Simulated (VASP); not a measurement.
Here is a VASP 6.6.1 calculation.

File INCAR:

```
  PREC = Accurate
  ENCUT = 520
  EDIFF = 1E-6
  ISMEAR = 0
  SIGMA = 0.1
  LREAL = F
  LASPH = T
  NELM = 60
  ALGO = Normal
  ISIF = 2
  LWAVE = F
  LCHARG = T
  GGA = PE
  LELF = T
  LVHAR = T
  NBANDS = 7
```

Contents of KPOINTS:

```
regular mesh
0
Gamma
  10 10 6
```

Contents of POSCAR:

```
Be
1.0
    1.7601696500      0.0000000000      0.0000000000
    0.0000000000      1.7601696500      0.0000000000
    0.0000000000      0.0000000000      2.9695564400
Be
1
Direct
    0.5000000000      0.5000000000      0.0000000000
```

Potentials or basis: VASP PAW PBE potentials, release 64 (Be).

Run with:

```sh
$ cat potpaw_PBE.64/Be/POTCAR > POTCAR
$ mpirun -np 1 vasp_std > vasp.out
```

(1) What does it give for the band gap on the k mesh?

(2) What does it give for the pressure?

Answers

(1) zero (bands 1 and 2 overlap by 11.23 eV).

(2) 40.8 GPa.

Caveat: the cell stands under pressure.
